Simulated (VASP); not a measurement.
Write the native input for VASP 6.6.1 that does the following.

```
Task                   : single point
Functional             : PBEsol
Potentials or basis    : VASP PAW PBE potentials, release 64 (In_d, P)
Cutoff                 : 520 eV
k mesh                 : 6 × 6 × 6
Occupations            : gaussian, width 0.15 eV
Spin                   : no spin polarisation
Dipole correction      : no
Further INCAR settings : ALGO = Normal; EDIFF = 1e-06; NBANDS = 38
```

The structure of InP3 lies in POSCAR:

```
InP3
1.0
    3.7149867624      2.1448486073      3.1809950226
   -3.7149867624      2.1448486073      3.1809950226
    0.0000000000     -4.2896972146      3.1809950226
In P
2 6
Direct
    0.2732788992      0.2732788992      0.2732788992
    0.7267211008      0.7267211008      0.7267211008
    0.7947108820      0.2411926338      0.7947108820
    0.7947108820      0.7947108820      0.2411926338
    0.2411926338      0.7947108820      0.7947108820
    0.2052891180      0.7588073662      0.2052891180
    0.7588073662      0.2052891180      0.2052891180
    0.2052891180      0.2052891180      0.7588073662
```

This cell differs from its parent crystal: strain -0.0300 x Voigt [0, 0, 1, 0, 0, 0].

The input as run:

INCAR

```
SYSTEM = InP3
ALGO = Normal ; EDIFF = 1E-6
ENCUT = 520 ; GGA = PS
ISIF = 2 ; ISMEAR = 0
LASPH = .TRUE. ; LCHARG = .FALSE.
LREAL = .FALSE. ; LWAVE = .FALSE.
NBANDS = 38 ; NELM = 60
PREC = Accurate ; SIGMA = 0.15
```

KPOINTS

```
k-points
0
G
  6 6 6
  0 0 0
```

Potentials or basis: VASP PAW PBE potentials, release 64 (In_d, P).

Command:

```sh
$ cat potpaw_PBE.64/In_d/POTCAR potpaw_PBE.64/P/POTCAR > POTCAR
$ mpirun -np 1 vasp_std > vasp.out
```

It gave:

```yaml
Pressure: 2.2 GPa
Largest_force: 0.247 eV/Å
Band_gap_on_the_k_mesh: zero (bands 28 and 29 overlap by 0.47 eV)
```

Caveat: the cell differs from its parent crystal (strain -0.0300 x Voigt [0, 0, 1, 0, 0, 0]); semilocal functionals underestimate gaps, so a narrow gap can read as zero; the PAW data sets were made with another functional, which shifts forces and pressure a little; spin-orbit coupling is left out, which moves the levels of the heavy elements.

Wall time 2.1 min on 1 thread of Intel(R) Xeon(R) 6975P-C (Granite Rapids), with other jobs on the host, peak memory 0.3 GiB.
